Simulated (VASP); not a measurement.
Input of a VASP 6.6.1 run:

Contents of INCAR:

```
ALGO = Normal ; EDIFF = 1E-7
ENCUT = 520 ; GGA = PE
ISIF = 2 ; ISMEAR = 0
LASPH = T ; LCHARG = F
LREAL = F ; LWAVE = F
NBANDS = 26 ; NELM = 100
PREC = Accurate ; SIGMA = 0.1
```

Contents of KPOINTS:

```
k-points
0
Gamma
  6 6 2
```

File POSCAR:

```
AlB3P4
1.0
    3.4711965000      0.0000000000      0.0000000000
   -1.7355982500      3.0061443500      0.0000000000
    0.0000000000      0.0000000000     11.3951045000
Al B P
1 3 4
Direct
    0.3333333300      0.6666666700      0.5000345000
    0.3333333300      0.6666666700      0.0000345000
    0.6666666700      0.3333333300      0.2500345000
    0.6666666700      0.3333333300      0.7500345000
    0.3333333300      0.6666666700      0.1874655000
    0.3333333300      0.6666666700      0.6874655000
    0.6666666700      0.3333333300      0.4374655000
    0.6666666700      0.3333333300      0.9374655000
```

Potentials or basis: VASP PAW PBE potentials, release 64 (Al, B, P).

The run is started by

```bash
$ cat potpaw_PBE.64/Al/POTCAR potpaw_PBE.64/B/POTCAR potpaw_PBE.64/P/POTCAR > POTCAR
$ mpirun -np 1 vasp_std > vasp.out
```

Q: What does it give for the pressure?

A: -3.4 GPa.

Q: What does it give for the largest force?

A: 4.627 eV/Å.

Stress tensor (GPa, compression positive):
```
-4.20  0.00  0.00
 0.00 -4.20  0.00
 0.00  0.00 -1.92
```

Caveat: forces of over 1 eV/Å act on the atoms, so gaps and moduli don't describe the material at rest.
